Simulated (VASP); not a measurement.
In, 1 atom in the cell. It takes space group Im-3m (No. 229, cubic). The conventional cell has a = 3.740 Å, b = 3.740 Å, c = 3.740 Å, α = 90.00°, β = 90.00°, γ = 90.00°. In (site symmetry m-3m) has 14 In at 3.24 to 3.74 Å within 4.3 Å.  This cell differs from its parent crystal: volume scaled by 0.98.

```yaml
Program: VASP 6.6.1
Task: single point
Functional: PBEsol
Potentials_or_basis: VASP PAW PBE potentials, release 64 (In_d)
Cutoff: 520 eV
k_mesh: 10 × 10 × 10
Occupations: fermi-dirac, width 0.05 eV
Spin: no spin polarisation
Dipole_correction: no
Further_INCAR_settings: ALGO = Fast; EDIFF = 1e-06; NBANDS = 12
```

Potentials or basis: VASP PAW PBE potentials, release 64 (In_d).

Run with:

```bash
$ cat potpaw_PBE.64/In_d/POTCAR > POTCAR
$ mpirun -np 1 vasp_std > vasp.out
```

Hardware: 1 thread of Intel Xeon 8259CL, with other jobs on the host.

Q: Estimate the wall time of this run.

A: It took 21 s on 1 thread of Intel Xeon 8259CL (shared host), peak memory 0.14 GiB. Counts: scf iterations 13, k points 47.
